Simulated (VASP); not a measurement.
Al, 5 atoms in the cell. The cell holds a slab with vacuum, 5 atoms: a = 2.817 Å, b = 2.817 Å, c = 25.200 Å, α = 90.00°, β = 90.00°, γ = 120.00°. 

- Program: VASP 6.6.1
- Task: relaxation of the atoms
- Functional: LDA
- Potentials or basis: VASP PAW LDA potentials, release 64 (Al)
- Cutoff: 520 eV
- k mesh: 13 × 13 × 1
- Occupations: fermi-dirac, width 0.05 eV
- Spin: no spin polarisation
- Dipole correction: yes
- Further INCAR settings: ALGO = Normal; EDIFF = 1e-07; IBRION = 2; EDIFFG = -0.01; NSW = 60

Potentials or basis: VASP PAW LDA potentials, release 64 (Al).

Launch:

```console
$ cat potpaw_LDA.64/Al/POTCAR > POTCAR
$ mpirun -np 1 vasp_std > vasp.out
```

Hardware: 1 thread of Intel(R) Xeon(R) Platinum 8375C CPU @ 2.90GHz (Ice Lake) (shared host).

Problem. Estimate the wall time of this run.

Solution. Wall time 4.3 min on 1 thread of Intel(R) Xeon(R) Platinum 8375C CPU @ 2.90GHz (Ice Lake), with other jobs on the host, peak memory 0.25 GiB. Counts: scf iterations 110, k points 21, ion steps 8.
